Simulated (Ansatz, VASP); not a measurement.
## TaAs: VASP beside Ansatz

```
Ta As
1.0
    -1.74447    1.74447    5.94516
     1.74447   -1.74447    5.94516
     1.74447    1.74447   -5.94516
Ta As
2 2
Direct
  0.49997 0.49997 0.00000
  0.24997 0.74997 0.50000
  0.08263 0.08263 0.00000
  0.83263 0.33263 0.50000
```

Change from the starting cell: volume scaled by 1.04.

Alike in both runs: task single point; functional LDA; k mesh 11 × 11 × 11; occupations fermi-dirac, width 0.05 eV; no spin polarisation.

|  | VASP | Ansatz |
| --- | --- | --- |
| version | VASP 6.6.1 | Ansatz 0.2.0 |
| potentials or method | VASP PAW LDA potentials, release 64 (Ta_pv, As), cutoff 520 eV | all-electron LAPW, scalar-relativistic |

Ansatz gave:

- gap on the k mesh at the Fermi level (eV): none
- pressure (GPa): -13.5
- traceless stress, the component that is largest in VASP (GPa): 0.60

Question: What did VASP give for the same quantities?

Answer: gap on the k mesh at the Fermi level (eV): none; pressure (GPa): -12.7; traceless stress, the component that is largest in VASP (GPa): 0.52.

LDA's correlation is that of Perdew and Zunger in VASP and of Perdew and Wang (1992) in Ansatz. A gap of «none» marks a metal or a gap that the smearing closes. Ansatz ran all-electron here, and VASP with PAW potentials.

Spin-orbit coupling is off throughout.
